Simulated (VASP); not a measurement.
# HfC in VASP: further runs, part 2 of 2

VASP 6.6.1. The steps go on from the part before.

### 3 Single point, PBEsol

This run uses another cell than the first one.

INCAR

```
ALGO     = Normal         # electronic algorithm
DIPOL    = 0.5 0.5 0.500
EDIFF    = 1E-6           # SCF threshold, eV
ENCUT    = 520            # plane-wave cutoff, eV
GGA      = PS             # functional
IDIPOL   = 3            
ISIF     = 2              # what is computed and relaxed
ISMEAR   = 0              # smearing method
LASPH    = True           # aspherical terms in the spheres
LCHARG   = True           # write CHGCAR
LDIPOL   = True         
LELF     = True           # ELF
LREAL    = False          # projectors in reciprocal space
LVACPOTAV= True         
LVHAR    = True         
LWAVE    = False          # write WAVECAR
NBANDS   = 54             # bands
NELM     = 100            # most SCF steps
PREC     = Accurate       # precision mode
SIGMA    = 0.1            # smearing width, eV
```

KPOINTS

```
k-points
0
Gamma
  4 4 1
```

POSCAR

```
HfC
1.0
    3.2580963670      0.0000000000      0.0000000000
    0.0000000000      3.2580963670      0.0000000000
    0.0000000000      0.0000000000     27.5415769010
Hf C
6 6
Direct
    0.9999999999      0.0000000000      0.2939769258
    0.5000000000      0.5000000000      0.3754684893
    0.9999999999      0.0000000000      0.4583370369
    0.5000000000      0.5000000000      0.5416629630
    0.9999999999      0.0000000000      0.6245315107
    0.5000000000      0.5000000000      0.7060230738
    0.5000000000      0.5000000000      0.2904699331
    0.9999999999      0.0000000000      0.3740045641
    0.5000000000      0.5000000000      0.4577904879
    0.9999999999      0.0000000000      0.5422095114
    0.5000000000      0.5000000000      0.6259954363
    0.9999999999      0.0000000000      0.7095300669
```

Potentials or basis: VASP PAW PBE potentials, release 64 (Hf_pv, C).

On the command line:

```bash
cat potpaw_PBE.64/Hf_pv/POTCAR potpaw_PBE.64/C/POTCAR > POTCAR
mpirun -np 1 vasp_std > vasp.out
```

OUTCAR:

```text
EDIFF = 1E-6
   ENCUT = 520
   GGA = PS
   ISIF = 2
   ISMEAR = 0
   LASPH = True
   LREAL = False
   NELM = 100
   PREC = Accurate

 ion  position               nearest neighbor table
   1  1.000  0.000  0.294-   8 2.20   7 2.31   7 2.31   7 2.31   7 2.31   2 3.22   2 3.22   2 3.22
                             2 3.22
   2  0.500  0.500  0.375-   9 2.27   8 2.30   8 2.30   8 2.30   8 2.30   7 2.34   1 3.22   1 3.22
                             1 3.22   1 3.22   3 3.24   3 3.24   3 3.24   3 3.24
   3  1.000  0.000  0.458-   9 2.30   9 2.30   9 2.30   9 2.30  10 2.31   8 2.32   2 3.24   2 3.24
                             2 3.24   2 3.24   4 3.25   4 3.25   4 3.25   4 3.25
   4  0.500  0.500  0.542-  10 2.30  10 2.30  10 2.30  10 2.30   9 2.31  11 2.32   5 3.24   5 3.24
                             5 3.24   5 3.24   3 3.25   3 3.25   3 3.25   3 3.25
   5  1.000  0.000  0.625-  10 2.27  11 2.30  11 2.30  11 2.30  11 2.30  12 2.34   6 3.22   6 3.22
                             6 3.22   6 3.22   4 3.24   4 3.24   4 3.24   4 3.24
   6  0.500  0.500  0.706-  11 2.20  12 2.31  12 2.31  12 2.31  12 2.31   5 3.22   5 3.22   5 3.22
                             5 3.22
   7  0.500  0.500  0.290-   1 2.31   1 2.31   1 2.31   1 2.31   2 2.34
   8  1.000  0.000  0.374-   1 2.20   2 2.30   2 2.30   2 2.30   2 2.30   3 2.32
   9  0.500  0.500  0.458-   2 2.27   3 2.30   3 2.30   3 2.30   3 2.30   4 2.31
  10  1.000  0.000  0.542-   5 2.27   4 2.30   4 2.30   4 2.30   4 2.30   3 2.31
  11  0.500  0.500  0.626-   6 2.20   5 2.30   5 2.30   5 2.30   5 2.30   4 2.32
  12  1.000  0.000  0.710-   6 2.31   6 2.31   6 2.31   6 2.31   5 2.34

  LATTYP: Found a simple tetragonal cell.
 ALAT       =     3.2580963670
 C/A-ratio  =     8.4532726472

  Lattice vectors:

 A1 = (   3.2580963670,   0.0000000000,   0.0000000000)
 A2 = (   0.0000000000,   3.2580963670,   0.0000000000)
 A3 = (   0.0000000000,   0.0000000000,  27.5415769010)

Analysis of symmetry for initial positions (statically):
=====================================================================
 Subroutine PRICEL returns:
 Original cell was already a primitive cell.

 Routine SETGRP: Setting up the symmetry group for a
 simple tetragonal supercell.

 Subroutine GETGRP returns: Found 16 space group operations
 (whereof  8 operations were pure point group operations)
 out of a pool of 16 trial point group operations.

The static configuration has the point symmetry C_4v.
 The point group associated with its full space group is D_4h.

Analysis of symmetry for dynamics (positions and initial velocities):
=====================================================================
 Subroutine PRICEL returns:
 Original cell was already a primitive cell.

 Routine SETGRP: Setting up the symmetry group for a
 simple tetragonal supercell.

 Subroutine GETGRP returns: Found 16 space group operations
 (whereof  8 operations were pure point group operations)
 out of a pool of 16 trial point group operations.

The dynamic configuration has the point symmetry C_4v.
 The point group associated with its full space group is D_4h.

 Subroutine INISYM returns: Found 16 space group operations
 (whereof  8 operations are pure point group operations),
 and found     1 'primitive' translations

----------------------------------------------------------------------------------------

                                     Primitive cell

  volume of cell :     292.3591

  direct lattice vectors                    reciprocal lattice vectors
[... 79 lines left out ...]
   PREC   = accura    normal or accurate (medium, high low for compatibility)
   ISTART =      0    job   : 0-new  1-cont  2-samecut
   ICHARG =      2    charge: 1-file 2-atom 10-const
   ISPIN  =      1    spin polarized calculation?
   LNONCOLLINEAR =      F non collinear calculations
   LSORBIT =      F    spin-orbit coupling
   LASPH  =      T    aspherical Exc in radial PAW
   ENCUT  =  520.0 eV  38.22 Ry    6.18 a.u.   6.06  6.06 51.21*2*pi/ulx,y,z
   NELM   =    100;   NELMIN=  2; NELMDL= -5     # of ELM steps
   EDIFF  = 0.1E-05   stopping-criterion for ELM
   LREAL  =      F    real-space projection
   EDIFFG = 0.1E-04   stopping-criterion for IOM
   NSW    =      0    number of steps for IOM
   IBRION =     -1    ionic relax: 0-MD 1-quasi-New 2-CG
   NFREE  =      0    steps in history (QN), initial steepest desc. (CG)
   ISIF   =      2    stress and relaxation
   ISYM   =      2    0-nonsym 1-usesym 2-fastsym
   POTIM  = 0.5000    time-step for ionic-motion
   TEBEG  =    0.0;   TEEND  =   0.0 temperature during run
   PSTRESS=    0.0 pullay stress
   NELECT =      84.0000    total number of electrons
   NUPDOWN=      -1.0000    fix difference up-down
   EMIN   =  10.00;   EMAX   =-10.00  energy-range for DOS
   EFERMI =   0.00;   METHOD = LEGACY
   ISMEAR =     0;   SIGMA  =   0.10  broadening in eV -4-tet -1-fermi 0-gaus
   EFERMI_NEDOS =   21; number of points for ismear=-14 and -15
   IALGO  =     38    algorithm
   IMIX   =      4    mixing-type and parameters
     AMIX     =   0.40;   BMIX     =  1.00
     AMIX_MAG =   1.60;   BMIX_MAG =  1.00
  volume/ion in A,a.u.               =      24.36       164.41
  Fermi-wavevector in a.u.,A,eV,Ry     =   1.080262  2.041399 15.877532  1.166966
  Thomas-Fermi vector in A             =   2.216248
   LORBIT       =      0    0 simple, 1 ext, 2 COOP (PROOUT), +10 PAW based schemes
   GGA     = PS    functional components
   LHFCALC =     F    Hartree Fock is set to
   AEXX    =    0.0000 exact exchange contribution
   IVDW    =     0    specifies the selected vdW correction
   LEPSILON=     F    determine dielectric tensor
   LRPA    =     F    only Hartree local field effects (RPA)
 non-spin polarized calculation
 Gauss-broadening in eV      SIGMA  =   0.10
  energy-cutoff  :      520.00
  volume of cell :      292.36
 maximum number of plane-waves:      7924
   NGX = 13   NGY = 13   NGZ =103

 number of electron      84.0000030 magnetization

 dipolmoment           0.000000      0.000000      0.000000 electrons x Angstroem

 Free energy of the ion-electron system (eV)
  ---------------------------------------------------
  ext. energy  EPLUGINS =         0.00000000
  ---------------------------------------------------
  free energy    TOTEN  =      -130.47532334 eV

  energy without entropy =     -130.44579400  energy(sigma->0) =     -130.46055867

 E-fermi :   0.9934     XC(G=0):  -6.9405

 val. band max:        0.9460515317   @ k =   0.0000   0.0000   0.0000
 cond. band min:       1.0088323121   @ k =   0.0000   0.0000   0.0000
 fundamental gap:      0.0627807804
 Fermi energy:         0.9933510297

 k-point     1 :       0.0000    0.0000    0.0000
  band No.  band energies     occupation
      1     -29.1097      2.00000
      2     -29.1011      2.00000
      3     -28.9065      2.00000
      4     -28.7275      2.00000
      5     -28.6128      2.00000
      6     -28.6128      2.00000
[... 331 lines left out ...]
     53       6.6717      0.00000
     54       6.6717      0.00000

------------------------ aborting loop because EDIFF is reached ----------------------------------------

  FORCE on cell =-STRESS in cart. coord.  units (eV):
  Direction    XX          YY          ZZ          XY          YZ          ZX
  --------------------------------------------------------------------------------------
  -------------------------------------------------------------------------------------
  Total       -4.0826758     -4.0826758     -1.2873129      0.0000000      0.0000000      0.0000000
  in kB      -22.3737523    -22.3737523     -7.0546918      0.0000000      0.0000000      0.0000000
  external PRESSURE =     -17.2673988 kB  Pullay stress =       0.0000000 kB

 VOLUME and BASIS-vectors are now :
 -----------------------------------------------------------------------------
  energy-cutoff  :      520.00
  volume of cell :      292.36
      direct lattice vectors                 reciprocal lattice vectors
     3.258096367  0.000000000  0.000000000     0.306927693  0.000000000  0.000000000
     0.000000000  3.258096367  0.000000000     0.000000000  0.306927693  0.000000000
     0.000000000  0.000000000 27.541576901     0.000000000  0.000000000  0.036308742

 POSITION                                       TOTAL-FORCE (eV/Angst)
 -----------------------------------------------------------------------------------
      3.25810      0.00000      8.09659         0.000000      0.000000      0.068754
      1.62905      1.62905     10.34099        -0.000000      0.000000      0.118549
      3.25810      0.00000     12.62332         0.000000      0.000000      0.040111
      1.62905      1.62905     14.91825         0.000000      0.000000     -0.040111
      3.25810      0.00000     17.20058        -0.000000      0.000000     -0.118549
      1.62905      1.62905     19.44499        -0.000000      0.000000     -0.068754
      1.62905      1.62905      8.00000         0.000000      0.000000      0.018784
      3.25810      0.00000     10.30068         0.000000      0.000000     -0.085623
      1.62905      1.62905     12.60827         0.000000      0.000000     -0.027019
      3.25810      0.00000     14.93330        -0.000000      0.000000      0.027019
      1.62905      1.62905     17.24090        -0.000000      0.000000      0.085623
      3.25810      0.00000     19.54158        -0.000000      0.000000     -0.018784
 -----------------------------------------------------------------------------------
    total drift:                                0.000000      0.000000      0.000019

  FREE ENERGIE OF THE ION-ELECTRON SYSTEM (eV)
  ---------------------------------------------------
  free  energy   TOTEN  =      -130.4753233425 eV

  energy  without entropy=     -130.4457940021  energy(sigma->0) =     -130.46055867

 vacuum level on the upper side and lower side of the slab         5.075         5.075
```

Wall time 5.6 min (1 thread of Intel Xeon 8259CL, shared host); peak memory 0.37 GiB.

What came out:

| Property | Result |
| --- | --- |
| Free energy | -130.4753 eV |
| Largest force | 0.119 eV/Å |

Forces in eV/Å, atoms in the order of the input:
```
Hf   0.000  0.000  0.069
Hf   0.000  0.000  0.119
Hf   0.000  0.000  0.040
Hf   0.000  0.000 -0.040
Hf   0.000  0.000 -0.119
Hf   0.000  0.000 -0.069
C    0.000  0.000  0.019
C    0.000  0.000 -0.086
C    0.000  0.000 -0.027
C    0.000  0.000  0.027
C    0.000  0.000  0.086
C    0.000  0.000 -0.019
```

Caveat: the k points lie up to 0.48 Å⁻¹ apart; the PAW data sets were made with another functional, which shifts forces and pressure a little; spin-orbit coupling is left out, which moves the levels of the heavy elements.

### 4 Single point, PBEsol

This run uses another cell than the first one.

INCAR is that of step 3.

KPOINTS

```
k-points
0
Gamma
  10 10 1
```

POSCAR

```
HfC
1.0
    3.2580963670      0.0000000000      0.0000000000
    0.0000000000      3.2580963670      0.0000000000
    0.0000000000      0.0000000000     27.5191101750
Hf C
6 6
Direct
    1.0000000000      0.0000000000      0.2938087277
    0.5000000000      0.5000000000      0.3753668213
    1.0000000000      0.0000000000      0.4583030231
    0.5000000000      0.5000000000      0.5416969769
    1.0000000000      0.0000000000      0.6246331788
    0.5000000000      0.5000000000      0.7061912721
    0.5000000000      0.5000000000      0.2902988719
    1.0000000000      0.0000000000      0.3739017010
    0.5000000000      0.5000000000      0.4577560279
    1.0000000000      0.0000000000      0.5422439715
    0.5000000000      0.5000000000      0.6260982997
    1.0000000000      0.0000000000      0.7097011283
```

On the command line:

```bash
cat potpaw_PBE.64/Hf_pv/POTCAR potpaw_PBE.64/C/POTCAR > POTCAR
mpirun -np 1 vasp_std > vasp.out
```

Wall time 21 min (1 thread of Intel Xeon 8259CL, shared host); peak memory 0.5 GiB.

It converged, with:

| Property | Result |
| --- | --- |
| Free energy | -130.5778 eV |
| Largest force | 0.035 eV/Å |
| Band gap on the k mesh | zero (bands 42 and 43 overlap by 0.56 eV) |

Forces in eV/Å, atoms in the order of the input:
```
Hf   0.000  0.000  0.035
Hf   0.000  0.000 -0.021
Hf   0.000  0.000 -0.001
Hf   0.000  0.000  0.001
Hf   0.000  0.000  0.021
Hf   0.000  0.000 -0.035
C    0.000  0.000  0.019
C    0.000  0.000 -0.011
C    0.000  0.000  0.002
C    0.000  0.000 -0.002
C    0.000  0.000  0.011
C    0.000  0.000 -0.019
```

Levels at points of the mesh, in eV from the Fermi level:
```
           k point  band 40  band 41  band 42  band 43  band 44  band 45
(0.00, 0.00, 0.00)     0.00     0.05     0.05     0.70     0.70     0.79
(0.50, 0.00, 0.00)    -2.24    -2.11    -2.11     2.89     2.89     3.99
(0.50, 0.50, 0.00)    -0.60    -0.46    -0.46     0.15     0.15     1.12
```

Caveat: the PAW data sets were made with another functional, which shifts forces and pressure a little; spin-orbit coupling is left out, which moves the levels of the heavy elements.

### 5 The runs side by side

```csv
cell,k mesh,gap on the mesh (eV),largest force (eV/Å)
"a = 3.258, b = 3.258, c = 33.542 Å, 12 atoms",10 × 10 × 1,none,0.03
"a = 3.258, b = 3.258, c = 27.542 Å, 12 atoms",4 × 4 × 1,-,0.12
"a = 3.258, b = 3.258, c = 27.519 Å, 12 atoms",10 × 10 × 1,none,0.04
```

Alike in all rows: task single point; level PBEsol; potentials or basis VASP PAW PBE potentials, release 64 (Hf_pv, C); no spin polarisation; cutoff (eV) 520; smearing gaussian 0.1 eV.

Caveats: some runs use coarse meshes; the PAW data sets were made with another functional, which shifts forces and pressure a little; spin-orbit coupling is left out, which moves the levels of the heavy elements.

Total energies depend on the potentials used, so only differences within one code and one set of settings carry meaning.
